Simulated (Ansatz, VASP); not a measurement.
## One calculation of N, two programs

```
CELL_PARAMETERS angstrom
1.33299 -4.29955 0.00000
1.33299 4.29955 0.00000
0.00000 0.00000 3.76716
ATOMIC_POSITIONS crystal
N 0.09547 0.90453 0.90684
N 0.59547 0.40453 0.59316
N 0.90453 0.09547 0.09316
N 0.40453 0.59547 0.40684
```

Alike in both runs: task single point; functional PBE; k mesh 10 × 10 × 8; occupations gaussian, width 0.02 eV; no spin polarisation.

|  | VASP | Ansatz |
| --- | --- | --- |
| version | VASP 6.6.1 | Ansatz 0.2.0 |
| potentials or method | VASP PAW PBE potentials, release 64 (N), cutoff 520 eV | scalar-relativistic, plane waves, PAW |
| valence electrons in the cell | 20 | 20 |

```tsv
	VASP	Ansatz	Ansatz less VASP
gap on the k mesh at the Fermi level (eV)	1.34	1.36	+0.014
least direct gap on the mesh (eV)	1.63	1.65	+0.012
pressure (GPa)	-38.1	-38.2	-0.08
traceless stress, the component that is largest in VASP (GPa)	13.25	13.27	+0.024
rms of the force components (eV/Å)	2.084	2.099	+0.0150
```

Atom by atom the forces differ by 0.016 eV/Å (rms over components). Both programs put the cell under strong tension, so it lies far from rest at this level.

Noted on VASP's run: the cell as given lies far from equilibrium.
